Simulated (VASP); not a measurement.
# Ta4C3 (R3m) in VASP: notebook, part 2 of 2

VASP 6.6.1. The steps go on from the part before.

### Step 3. Single point, PBEsol (strain -0.0500 x Voigt [1, 1, 0, 0, 0, 0])

INCAR

```
PREC = Accurate
ENCUT = 520
EDIFF = 1E-7
ISMEAR = 0
SIGMA = 0.15
LREAL = False
LASPH = True
NELM = 100
ALGO = Normal
ISIF = 2
LWAVE = False
LCHARG = False
GGA = PS
NBANDS = 37
```

KPOINTS

```
Automatic mesh
0
Gamma
  12 12 12
```

POSCAR

```
Ta4C3
1.0
    1.4740548938      0.8510459897     10.1645109695
   -1.4740548938      0.8510459897     10.1645109695
    0.0000000000     -1.7020919794     10.1645109695
Ta C
4 3
Direct
    0.3733722057      0.3733722057      0.3733722057
    0.6244615989      0.6244615989      0.6244615989
    0.2096180968      0.2096180968      0.2096180968
    0.7943974385      0.7943974385      0.7943974385
    0.5025935066      0.5025935066      0.5025935066
    0.9960170748      0.9960170748      0.9960170748
    0.0845400886      0.0845400886      0.0845400886
```

Potentials or basis: VASP PAW PBE potentials, release 64 (Ta_pv, C).

Launch:

```sh
cat potpaw_PBE.64/Ta_pv/POTCAR potpaw_PBE.64/C/POTCAR > POTCAR
mpirun -np 1 vasp_std > vasp.out
```

OUTCAR:

```text
PREC = Accurate
   ENCUT = 520
   EDIFF = 1E-7
   ISMEAR = 0
   LREAL = False
   LASPH = True
   NELM = 100
   ISIF = 2
   GGA = PS

 ion  position               nearest neighbor table
   1  0.373  0.373  0.373-   6 2.17   6 2.17   6 2.17   7 2.18   7 2.18   7 2.18   2 3.03   2 3.03
                             2 3.03   4 3.17   4 3.17   4 3.17
   2  0.624  0.624  0.624-   6 2.06   6 2.06   6 2.06   3 3.01   3 3.01   3 3.01   1 3.03   1 3.03
                             1 3.03
   3  0.210  0.210  0.210-   5 2.10   5 2.10   5 2.10   2 3.01   2 3.01   2 3.01   4 3.02   4 3.02
                             4 3.02
   4  0.794  0.794  0.794-   5 2.12   5 2.12   5 2.12   7 2.15   7 2.15   7 2.15   3 3.02   3 3.02
                             3 3.02   1 3.17   1 3.17   1 3.17
   5  0.503  0.503  0.503-   3 2.10   3 2.10   3 2.10   4 2.12   4 2.12   4 2.12
   6  0.996  0.996  0.996-   2 2.06   2 2.06   2 2.06   1 2.17   1 2.17   1 2.17
   7  0.085  0.085  0.085-   4 2.15   4 2.15   4 2.15   1 2.18   1 2.18   1 2.18

  LATTYP: Found a trigonal (rhomboedric) cell.
 ALAT       =    10.3060370830
 COS(alpha) =     0.9590858147

  Lattice vectors:

 A1 = (   1.4740548938,   0.8510459897,  10.1645109695)
 A2 = (  -1.4740548938,   0.8510459897,  10.1645109695)
 A3 = (   0.0000000000,  -1.7020919794,  10.1645109695)
[... 187 lines left out ...]

 val. band max:        8.3296024093   @ k =   0.3333   0.2500   0.0833
 cond. band min:       8.3386462971   @ k =  -0.2500   0.5000   0.0833
 fundamental gap:      0.0090438879
 Fermi energy:         8.3382841965

 k-point     1 :       0.0000    0.0000    0.0000
  band No.  band energies     occupation
      1     -26.9471      2.00000
      2     -26.5245      2.00000
      3     -26.1007      2.00000
      4     -26.1007      2.00000
      5     -26.0464      2.00000
      6     -25.8625      2.00000
[... 949 lines left out ...]
     36      13.5172      0.00000
     37      13.8835      0.00000

 [... further k-points ...]
[... 5 lines left out ...]
  --------------------------------------------------------------------------------------
  -------------------------------------------------------------------------------------
  Total       23.4186656     23.4186656     12.2195062     -0.0000000      0.0000000      0.0000000
  in kB      490.4201465    490.4201465    255.8938282     -0.0000000      0.0000000      0.0000000
  external PRESSURE =     412.2447071 kB  Pullay stress =       0.0000000 kB

 VOLUME and BASIS-vectors are now :
 -----------------------------------------------------------------------------
  energy-cutoff  :      520.00
  volume of cell :       76.51
      direct lattice vectors                 reciprocal lattice vectors
     1.474054894  0.851045990 10.164510970     0.339200393  0.195837438  0.032793839
    -1.474054894  0.851045990 10.164510970    -0.339200393  0.195837438  0.032793839
     0.000000000 -1.702091979 10.164510970     0.000000000 -0.391674877  0.032793839

 POSITION                                       TOTAL-FORCE (eV/Angst)
 -----------------------------------------------------------------------------------
      0.00000      0.00000     11.38544         0.000000      0.000000      0.139340
      0.00000      0.00000     19.04204         0.000000      0.000000     -1.472453
      0.00000      0.00000      6.39200         0.000000     -0.000000      1.031567
      0.00000      0.00000     24.22398         0.000000      0.000000     -0.256240
      0.00000      0.00000     15.32585         0.000000      0.000000      0.098656
      0.00000      0.00000     30.37208         0.000000     -0.000000      0.596175
      0.00000      0.00000      2.57793         0.000000      0.000000     -0.137045
 -----------------------------------------------------------------------------------
    total drift:                               -0.000000      0.000000      0.000262

  FREE ENERGIE OF THE ION-ELECTRON SYSTEM (eV)
  ---------------------------------------------------
  free  energy   TOTEN  =       -82.3492687226 eV

  energy  without entropy=      -82.3241957888  energy(sigma->0) =      -82.33673226
```

stdout:

```text
POSCAR found type information on POSCAR TaC
 POSCAR found :  2 types and       7 ions
 scaLAPACK will be used
 -----------------------------------------------------------------------------
|                                                                             |
|                                                                             |
|     You enforced a specific xc type in the INCAR file but a different       |
|     I HOPE YOU KNOW WHAT YOU ARE DOING!                                     |
|                                                                             |
 -----------------------------------------------------------------------------

 LDA part: xc-table for (Slater+PW92), standard interpolation
 POSCAR, INCAR and KPOINTS ok, starting setup
 FFT: planning ... GRIDC
 FFT: planning ... GRID_SOFT
 FFT: planning ... GRID
 WAVECAR not read
 entering main loop
```

Wall time 73 min (1 thread of Intel Xeon 6975P-C (Granite Rapids), shared host); peak memory 1.2 GiB.

Results:

```
Free energy            : -82.3493 eV
Pressure               : 41.2 GPa
Largest force          : 1.472 eV/Å
Band gap on the k mesh : zero (bands 28 and 29 overlap by 0.46 eV)
```

Forces in eV/Å, atoms in the order of the input:
```
Ta   0.000  0.000  0.139
Ta   0.000  0.000 -1.472
Ta   0.000  0.000  1.032
Ta   0.000  0.000 -0.256
C    0.000  0.000  0.099
C    0.000  0.000  0.596
C    0.000  0.000 -0.137
```

Caveat: the cell differs from its parent crystal (strain -0.0500 x Voigt [1, 1, 0, 0, 0, 0]); the cell stands under pressure; the PAW data sets were made with another functional, which shifts forces and pressure a little; spin-orbit coupling is left out, which moves the levels of the heavy elements.
